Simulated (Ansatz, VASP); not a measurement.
# One calculation of Si2W, two programs

INCAR

```
SYSTEM = Si2W
PREC = Accurate
ENCUT = 520
EDIFF = 1E-6
ISMEAR = 0
SIGMA = 0.15
LREAL = .False.
LASPH = .True.
NELM = 80
ALGO = Normal
ISIF = 2
LWAVE = .False.
LCHARG = .True.
GGA = PE
LELF = .True.
LVHAR = .True.
NBANDS = 18
```

The input KPOINTS:

```
Automatic mesh
0
Gamma
  20 20 20
  0 0 0
```

Contents of POSCAR:

```
Si2W
1.0
   -1.8566723053      1.8566723053      3.9334139095
    1.8566723053     -1.8566723053      3.9334139095
    1.8566723053      1.8566723053     -3.9334139095
Si W
2 1
Direct
    0.3345744059      0.3345744059      0.0000000000
    0.6654255941      0.6654255941      0.0000000000
    0.0000000000      0.0000000000      0.0000000000
```

Input for Ansatz:

```yaml
crystal:
  lattice:
    - [-1.8566723053, 1.8566723053, 3.9334139095]
    - [1.8566723053, -1.8566723053, 3.9334139095]
    - [1.8566723053, 1.8566723053, -3.9334139095]
  atoms:
    - { symbol: Si, position: [0.3345744059, 0.3345744059, 0.0] }
    - { symbol: Si, position: [0.6654255941, 0.6654255941, 0.0] }
    - { symbol: W, position: [0.0, 0.0, 0.0] }
basis:
  ecutwfc: 420
kpoints:
  mp_grid: { grid: [20, 20, 20] }
hamiltonian:
  xc: pbe
scf:
  occupations: { method: gaussian, width: 0.15 }
output:
  forces: true
  stress: true
  eigenvalues: true
```

Change from the starting cell: strain +0.1500 x Voigt [1, 1, 0, 0, 0, 0], atoms carried along.

Alike in both runs: task single point; functional PBE; k mesh 20 × 20 × 20; occupations gaussian, width 0.15 eV; no spin polarisation.

```csv
,VASP,Ansatz
version,VASP 6.6.1,Ansatz 0.2.0
potentials or method,"VASP PAW PBE potentials, release 64 (Si, W_sv), cutoff 520 eV","scalar-relativistic, plane waves, PAW"
valence electrons in the cell,22,22
```

|  | VASP | Ansatz | Ansatz less VASP |
| --- | --- | --- | --- |
| gap on the k mesh at the Fermi level (eV) | none | none | - |
| pressure (GPa) | -28.6 | -28.6 | +0.02 |
| traceless stress, the component that is largest in VASP (GPa) | 15.66 | 15.66 | -0.003 |
| rms of the force components (eV/Å) | 0.138 | 0.137 | -0.0014 |

Atom by atom the forces differ by 0.001 eV/Å (rms over components). A gap of «none» marks a metal or a gap that the smearing closes. Both programs put the cell under strong tension, so it lies far from rest at this level.

Spin-orbit coupling is off throughout.
